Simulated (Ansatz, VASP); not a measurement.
# Au: VASP beside Ansatz

INCAR

```
PREC = Accurate ; ENCUT = 520
EDIFF = 1E-6 ; ISMEAR = 0
SIGMA = 0.15 ; LREAL = F
LASPH = T ; NELM = 100
ALGO = Normal ; ISIF = 2
LWAVE = F ; LCHARG = F
GGA = PS ; NBANDS = 12
```

Contents of KPOINTS:

```
Automatic mesh
0
Gamma
  20 20 20
```

Contents of POSCAR:

```
Au
1.0
   -1.6158372750      1.6158372750      1.6158372750
    1.6158372750     -1.6158372750      1.6158372750
    1.6158372750      1.6158372750     -1.6158372750
Au
1
Direct
    0.0000000000      0.0000000000      0.0000000000
```

Input for Ansatz:

```yaml
crystal:
  lattice:
    - [-1.615837275, 1.615837275, 1.615837275]
    - [1.615837275, -1.615837275, 1.615837275]
    - [1.615837275, 1.615837275, -1.615837275]
  atoms:
    - { symbol: Au, position: [0.0, 0.0, 0.0] }
basis:
  ecutwfc: 420
kpoints:
  mp_grid: { grid: [20, 20, 20] }
hamiltonian:
  xc: pbesol
scf:
  occupations: { method: gaussian, width: 0.15 }
output:
  forces: true
  stress: true
  eigenvalues: true
  write_density: true
  write_potential: true
  elf: true
  volumetric_format: npy
```

Change from the starting cell: strain -0.025 along x and y, -0.025 along z, atoms carried along.

Alike in both runs: task single point; functional PBEsol; k mesh 20 × 20 × 20; occupations gaussian, width 0.15 eV; no spin polarisation.

|  | VASP | Ansatz |
| --- | --- | --- |
| version | VASP 6.6.1 | Ansatz 0.2.0 |
| potentials or method | VASP PAW PBE potentials, release 64 (Au), cutoff 520 eV | scalar-relativistic, plane waves, PAW |
| valence electrons in the cell | 11 | 19 |

Ansatz gave:

```
gap on the k mesh at the Fermi level (eV) : none
pressure (GPa)                            : 1.8
```

**Question.** Which values does VASP return?

**Answer.** gap on the k mesh at the Fermi level (eV): none; pressure (GPa): 1.5.

VASP's potentials were made for PBE, not for PBEsol. A gap of «none» marks a metal or a gap that the smearing closes. VASP's potentials hold 11 valence electrons a cell and Ansatz's 19, so a difference there can come from the potentials and not from the codes.

Spin-orbit coupling is off throughout.
